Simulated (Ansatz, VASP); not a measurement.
# One calculation of BeS, two programs

File INCAR:

```
  PREC = Accurate
  ENCUT = 600
  EDIFF = 1E-6
  ISMEAR = 0
  SIGMA = 0.1
  LREAL = False
  LASPH = True
  NELM = 120
  ALGO = Normal
  ISIF = 2
  LWAVE = False
  LCHARG = True
  GGA = CA
  LELF = True
  LVHAR = True
  NBANDS = 11
  GGA_COMPAT = False
```

The input KPOINTS:

```
Automatic mesh
0
Gamma
  6 6 6
```

Contents of POSCAR:

```
BeS
1.0
    0.0000000000      2.4350000000      2.4350000000
    2.4350000000      0.0000000000      2.4350000000
    2.4350000000      2.4350000000      0.0000000000
Be S
1 1
Direct
    0.0000000000      0.0000000000      0.0000000000
    0.2500000000      0.2500000000      0.2500000000
```

Input for Ansatz:

```yaml
crystal:
  lattice:
    - [0.0, 2.435, 2.435]
    - [2.435, 0.0, 2.435]
    - [2.435, 2.435, 0.0]
  atoms:
    - { symbol: Be, position: [0.0, 0.0, 0.0] }
    - { symbol: S, position: [0.25, 0.25, 0.25] }
basis:
  ecutwfc: 420
kpoints:
  mp_grid: { grid: [6, 6, 6] }
hamiltonian:
  xc: lda
  pseudopotentials: { kind: paw, azcp: { folder: soft_1 } }
scf:
  occupations: { method: gaussian, width: 0.1 }
output:
  forces: true
  stress: true
  eigenvalues: true
```

Alike in both runs: task single point; functional LDA; k mesh 6 × 6 × 6; occupations gaussian, width 0.1 eV; no spin polarisation.

|  | VASP | Ansatz |
| --- | --- | --- |
| version | VASP 6.6.1 | Ansatz 0.2.0 |
| potentials or method | VASP PAW LDA potentials, release 64 (Be, S), cutoff 600 eV | scalar-relativistic, plane waves, PAW |
| valence electrons in the cell | 8 | 8 |

VASP gave:

- gap on the k mesh at the Fermi level (eV): 2.93
- least direct gap on the mesh (eV): 5.55
- pressure (GPa): -4.2

Task: Which values does Ansatz return?

Result: gap on the k mesh at the Fermi level (eV): 2.92; least direct gap on the mesh (eV): 5.52; pressure (GPa): -4.3.

Ansatz warns that its potentials were made for another functional, while VASP's fit it. LDA's correlation is that of Perdew and Zunger in VASP and of Perdew and Wang (1992) in Ansatz.
